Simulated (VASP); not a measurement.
# Co (Fm-3m) in VASP: single point with PBE

Aim: the single point of Co with PBE.

Program: VASP 6.6.1. These are calculated values, not measurements. Logs are shortened: lines on timing, memory, paths and dates and some standing lists are left out, and cuts for length are marked.

### 1 The cell of the first run

The structure is cubic, space group Fm-3m (No. 225). Conventional cell: a = 3.520 Å, b = 3.520 Å, c = 3.520 Å, α = 90.00°, β = 90.00°, γ = 90.00°. Co (site symmetry m-3m) has 12 Co at 2.49 Å within 3.3 Å.

### 2 Single point, PBE, collinear spin, antiferromagnetic start

File INCAR:

```
SYSTEM = Co
PREC = Accurate
ENCUT = 520
EDIFF = 1E-7
ISMEAR = 0
SIGMA = 0.05
LREAL = .False.
LASPH = .True.
NELM = 150
ALGO = Normal
ISIF = 2
LWAVE = .False.
LCHARG = .False.
ISPIN = 2
MAGMOM = 1.5 -1.5
LORBIT = 11
LMAXMIX = 4
GGA = PE
NBANDS = 20
```

File KPOINTS:

```
Automatic mesh
0
Gamma
  20 20 10
  0 0 0
```

File POSCAR:

```
Co
1.0
    0.0000000000      1.7600388120      1.7600388120
    1.7600388120      0.0000000000      1.7600388120
    3.5200776240      3.5200776240      0.0000000000
Co
2
Direct
    0.0000000000      0.0000000000      0.0000000000
    0.0000000000      0.0000000000      0.5000000000
```

Potentials or basis: VASP PAW PBE potentials, release 64 (Co).

Command:

```sh
$ cat potpaw_PBE.64/Co/POTCAR > POTCAR
$ mpirun -np 1 vasp_std > vasp.out
```

OUTCAR:

```text
SYSTEM = Co
   PREC = Accurate
   ENCUT = 520
   EDIFF = 1E-7
   ISMEAR = 0
   LREAL = .False.
   LASPH = .True.
   NELM = 150
   ISIF = 2
   ISPIN = 2
   LORBIT = 11
   GGA = PE

 ion  position               nearest neighbor table
   1  0.000  0.000  0.000-   2 2.49   2 2.49   2 2.49   2 2.49   2 2.49   2 2.49
   2  0.000  0.000  0.500-   1 2.49   1 2.49   1 2.49   1 2.49   1 2.49   1 2.49

  LATTYP: Found a trigonal (rhomboedric) cell.
 ALAT       =     4.3111970169
 COS(alpha) =     0.8333333333

  Lattice vectors:

 A1 = (   3.5200776240,   1.7600388120,  -1.7600388120)
 A2 = (   1.7600388120,   1.7600388120,  -3.5200776240)
 A3 = (   1.7600388120,   3.5200776240,  -1.7600388120)

Analysis of symmetry for initial positions (statically):
=====================================================================
 Subroutine PRICEL returns following result:

  LATTYP: Found a face centered cubic cell.
 ALAT       =     3.5200776240
[... 12 lines left out ...]
 Subroutine GETGRP returns: Found 12 space group operations
 (whereof 12 operations were pure point group operations)
 out of a pool of 12 trial point group operations.

The static configuration has the point symmetry D_3d.

Analysis of symmetry for dynamics (positions and initial velocities):
=====================================================================
 Subroutine PRICEL returns following result:

  LATTYP: Found a face centered cubic cell.
 ALAT       =     3.5200776240
[... 12 lines left out ...]
 Subroutine GETGRP returns: Found 12 space group operations
 (whereof 12 operations were pure point group operations)
 out of a pool of 12 trial point group operations.

The dynamic configuration has the point symmetry D_3d.

Analysis of structural, dynamic, and magnetic symmetry:
=====================================================================
 Subroutine PRICEL returns following result:

  LATTYP: Found a face centered cubic cell.
 ALAT       =     3.5200776240
[... 12 lines left out ...]
 Subroutine GETGRP returns: Found 12 space group operations
 (whereof 12 operations were pure point group operations)
 out of a pool of 12 trial point group operations.

The overall configuration has the point symmetry D_3d.

 Subroutine INISYM returns: Found 12 space group operations
 (whereof 12 operations are pure point group operations),
 and found     2 'primitive' translations

----------------------------------------------------------------------------------------

                                     Primitive cell

  volume of cell :      10.9043

  direct lattice vectors                    reciprocal lattice vectors
     0.000000000  1.760038812  1.760038812    -0.284084644  0.284084644  0.284084644
     1.760038812  0.000000000  1.760038812     0.284084644 -0.284084644  0.284084644
     1.760038812  1.760038812  0.000000000     0.284084644  0.284084644 -0.284084644

  length of vectors
     2.489070758  2.489070758  2.489070758     0.492049038  0.492049038  0.492049038

  position of ions in fractional coordinates (direct lattice)
     0.000000000  0.000000000  0.000000000

  ion indices of the primitive-cell ions
   primitive index   ion index
                 1           1

----------------------------------------------------------------------------------------

 KPOINTS: Automatic mesh

Automatic generation of k-mesh.
 Grid dimensions read from file:
 generate k-points for:   20   20   10

 Generating k-lattice:

  Cartesian coordinates                     Fractional coordinates (reciprocal lattice)
    -0.014204232  0.014204232  0.014204232     0.050000000  0.000000000  0.000000000
     0.014204232 -0.014204232  0.014204232     0.000000000  0.050000000  0.000000000
     0.014204232  0.014204232 -0.014204232     0.000000000  0.000000000  0.100000000

  Length of vectors
     0.024602452  0.024602452  0.024602452

  Shift w.r.t. Gamma in fractional coordinates (k-lattice)
     0.000000000  0.000000000  0.000000000

 -----------------------------------------------------------------------------
|                                                                             |
|           W    W    AA    RRRRR   N    N  II  N    N   GGGG   !!!           |
|           W    W   A  A   R    R  NN   N  II  NN   N  G    G  !!!           |
|           W    W  A    A  R    R  N N  N  II  N N  N  G       !!!           |
|           W WW W  AAAAAA  RRRRR   N  N N  II  N  N N  G  GGG   !            |
|           WW  WW  A    A  R   R   N   NN  II  N   NN  G    G                |
[... 13 lines left out ...]
 ===========================================

 Found    396 irreducible k-points:

 Following reciprocal coordinates:
            Coordinates               Weight
  0.000000  0.000000  0.000000      1.000000
  0.050000  0.000000  0.000000      6.000000
  0.100000  0.000000  0.000000      6.000000
  0.150000  0.000000  0.000000      6.000000
  0.200000  0.000000  0.000000      6.000000
  0.250000  0.000000  0.000000      6.000000
[... 16 lines left out ...]
 -0.400000  0.050000  0.000000     12.000000
 -0.350000  0.050000  0.000000     12.000000
 [... further k-points ...]
   k-points           NKPTS =    396   k-points in BZ     NKDIM =    396   number of bands    NBANDS=     20
   number of dos      NEDOS =    301   number of ions     NIONS =      2
   total plane-waves  NPLWV =  16000
   dimension x,y,z NGX =    20 NGY =   20 NGZ =   40
   dimension x,y,z NGXF=    40 NGYF=   40 NGZF=   80
   ions per type =               2
   NGX,Y,Z   is equivalent  to a cutoff of  13.36, 13.36, 13.36 a.u.
   NGXF,Y,Z  is equivalent  to a cutoff of  26.72, 26.72, 26.72 a.u.
 SYSTEM =  Co
   PREC   = accura    normal or accurate (medium, high low for compatibility)
   ISTART =      0    job   : 0-new  1-cont  2-samecut
   ICHARG =      2    charge: 1-file 2-atom 10-const
   ISPIN  =      2    spin polarized calculation?
   LNONCOLLINEAR =      F non collinear calculations
   LSORBIT =      F    spin-orbit coupling
   LASPH  =      T    aspherical Exc in radial PAW
   ENCUT  =  520.0 eV  38.22 Ry    6.18 a.u.   4.63  4.63  9.26*2*pi/ulx,y,z
   NELM   =    150;   NELMIN=  2; NELMDL= -5     # of ELM steps
   EDIFF  = 0.1E-06   stopping-criterion for ELM
   LREAL  =      F    real-space projection
   EDIFFG = 0.1E-05   stopping-criterion for IOM
   NSW    =      0    number of steps for IOM
   IBRION =     -1    ionic relax: 0-MD 1-quasi-New 2-CG
   NFREE  =      0    steps in history (QN), initial steepest desc. (CG)
   ISIF   =      2    stress and relaxation
   ISYM   =      2    0-nonsym 1-usesym 2-fastsym
   POTIM  = 0.5000    time-step for ionic-motion
   TEBEG  =    0.0;   TEEND  =   0.0 temperature during run
   PSTRESS=    0.0 pullay stress
   NELECT =      18.0000    total number of electrons
   NUPDOWN=      -1.0000    fix difference up-down
   EMIN   =  10.00;   EMAX   =-10.00  energy-range for DOS
   EFERMI =   0.00;   METHOD = LEGACY
   ISMEAR =     0;   SIGMA  =   0.05  broadening in eV -4-tet -1-fermi 0-gaus
   EFERMI_NEDOS =   21; number of points for ismear=-14 and -15
   IALGO  =     38    algorithm
   IMIX   =      4    mixing-type and parameters
     AMIX     =   0.40;   BMIX     =  1.00
     AMIX_MAG =   1.60;   BMIX_MAG =  1.00
  volume/ion in A,a.u.               =      10.90        73.59
  Fermi-wavevector in a.u.,A,eV,Ry     =   1.535642  2.901943 32.085225  2.358198
  Thomas-Fermi vector in A             =   2.642402
   LORBIT       =     11    0 simple, 1 ext, 2 COOP (PROOUT), +10 PAW based schemes
   GGA     = PE    functional components
   LHFCALC =     F    Hartree Fock is set to
   AEXX    =    0.0000 exact exchange contribution
   IVDW    =     0    specifies the selected vdW correction
   LEPSILON=     F    determine dielectric tensor
   LRPA    =     F    only Hartree local field effects (RPA)
 spin polarized calculation
 Gauss-broadening in eV      SIGMA  =   0.05
  energy-cutoff  :      520.00
  volume of cell :       21.81
 maximum number of plane-waves:       604
   NGX =  9   NGY =  9   NGZ = 19

 number of electron      17.9999994 magnetization       0.0000000

 number of electron      17.9999994 magnetization      -0.0000000

 Free energy of the ion-electron system (eV)
  ---------------------------------------------------
  ext. energy  EPLUGINS =         0.00000000
  ---------------------------------------------------
  free energy    TOTEN  =       -13.63437344 eV

  energy without entropy =      -13.62851135  energy(sigma->0) =      -13.63144240

 E-fermi :  10.1268     XC(G=0): -13.3884

 val. band max:       10.1261893405   @ k =  -0.1500   0.4000   0.2000
 cond. band min:      10.1269773231   @ k =  -0.2000   0.4000   0.2000
 fundamental gap:      0.0007879826
 Fermi energy:        10.1268481315

 spin component 1

 k-point     1 :       0.0000    0.0000    0.0000
  band No.  band energies     occupation
      1       1.2964      1.00000
      2       5.4711      1.00000
      3       7.9097      1.00000
      4       7.9097      1.00000
      5       8.2643      1.00000
      6       8.3998      1.00000
[... 541 lines left out ...]
     19      34.2935      0.00000
     20      36.5249      0.00000

 [... further k-points ...]

 spin component 2

 k-point     1 :       0.0000    0.0000    0.0000
  band No.  band energies     occupation
      1       1.2964      1.00000
      2       5.4711      1.00000
      3       7.9097      1.00000
      4       7.9097      1.00000
      5       8.2643      1.00000
      6       8.3998      1.00000
[... 541 lines left out ...]
     19      34.2935      0.00000
     20      36.5249      0.00000

 [... further k-points ...]
[... 5 lines left out ...]
  --------------------------------------------------------------------------------------
  -------------------------------------------------------------------------------------
  Total       -1.0496624     -1.0496624     -1.0496624      0.1298252     -0.1298252     -0.1298252
  in kB      -77.1140461    -77.1140461    -77.1140461      9.5376813     -9.5376813     -9.5376813
  external PRESSURE =     -77.1140461 kB  Pullay stress =       0.0000000 kB

 VOLUME and BASIS-vectors are now :
 -----------------------------------------------------------------------------
  energy-cutoff  :      520.00
  volume of cell :       21.81
      direct lattice vectors                 reciprocal lattice vectors
     0.000000000  1.760038812  1.760038812    -0.284084644  0.284084644  0.284084644
     1.760038812  0.000000000  1.760038812     0.284084644 -0.284084644  0.284084644
     3.520077624  3.520077624  0.000000000     0.142042322  0.142042322 -0.142042322

 POSITION                                       TOTAL-FORCE (eV/Angst)
 -----------------------------------------------------------------------------------
      0.00000      0.00000      0.00000        -0.000000     -0.000000      0.000000
      1.76004      1.76004      0.00000         0.000000      0.000000     -0.000000
 -----------------------------------------------------------------------------------
    total drift:                               -0.000000     -0.000000      0.000000

  FREE ENERGIE OF THE ION-ELECTRON SYSTEM (eV)
  ---------------------------------------------------
  free  energy   TOTEN  =       -13.6343734409 eV

  energy  without entropy=      -13.6285113506  energy(sigma->0) =      -13.63144240

 total charge

# of ion       s       p       d       tot
------------------------------------------
    1        0.484   0.515   7.261   8.261
    2        0.484   0.515   7.261   8.261
--------------------------------------------------
tot          0.968   1.031  14.522  16.521

 magnetization (x)

# of ion       s       p       d       tot
------------------------------------------
    1       -0.000   0.007   0.982   0.989
    2        0.000  -0.007  -0.982  -0.989
--------------------------------------------------
tot          0.000   0.000   0.000   0.000
```

Run time: 4.3 min. Hardware: 1 thread of Intel Xeon Platinum 8375C at 2.90GHz (Ice Lake), shared host; peak memory 0.35 GiB.

What came out:

| Property | Result |
| --- | --- |
| Free energy | -13.6344 eV |
| Pressure | -7.7 GPa |
| Band gap on the k mesh | zero (filled and empty bands overlap) |
| Net moment | 0.00 μB per cell |
| Site moments | Co +0.99, -0.99 μB |
| Valence electrons inside the program's atomic spheres | Co 8.26 |

Stress tensor (GPa, compression positive):
```
-7.71  0.95 -0.95
 0.95 -7.71 -0.95
-0.95 -0.95 -7.71
```

Levels at points of the mesh, in eV from the Fermi level:
Spin up:
```csv
k point,band 5,band 6,band 7,band 8,band 9,band 10,band 11,band 12,band 13,band 14
"(0.00, 0.00, 0.00)",-1.86,-1.73,-1.73,-0.57,-0.57,-0.18,0.42,0.42,6.67,21.58
"(0.50, 0.00, 0.00)",-1.86,-0.25,-0.15,0.14,0.42,0.53,0.92,2.65,6.68,10.09
"(0.00, 0.00, 0.50)",-2.08,-1.99,-1.09,-1.09,-1.08,-1.08,0.04,0.04,14.89,15.00
"(0.50, 0.00, 0.50)",-2.23,-1.58,-1.48,-0.40,-0.23,0.91,2.69,3.18,8.98,9.25
```
Spin down:
```csv
k point,band 5,band 6,band 7,band 8,band 9,band 10,band 11,band 12,band 13,band 14
"(0.00, 0.00, 0.00)",-1.86,-1.73,-1.73,-0.57,-0.57,-0.18,0.42,0.42,6.67,21.58
"(0.50, 0.00, 0.00)",-1.86,-0.25,-0.15,0.14,0.42,0.53,0.92,2.65,6.68,10.09
"(0.00, 0.00, 0.50)",-2.08,-1.99,-1.09,-1.09,-1.08,-1.08,0.04,0.04,14.89,15.00
"(0.50, 0.00, 0.50)",-2.23,-1.58,-1.48,-0.40,-0.23,0.91,2.69,3.18,8.98,9.25
```
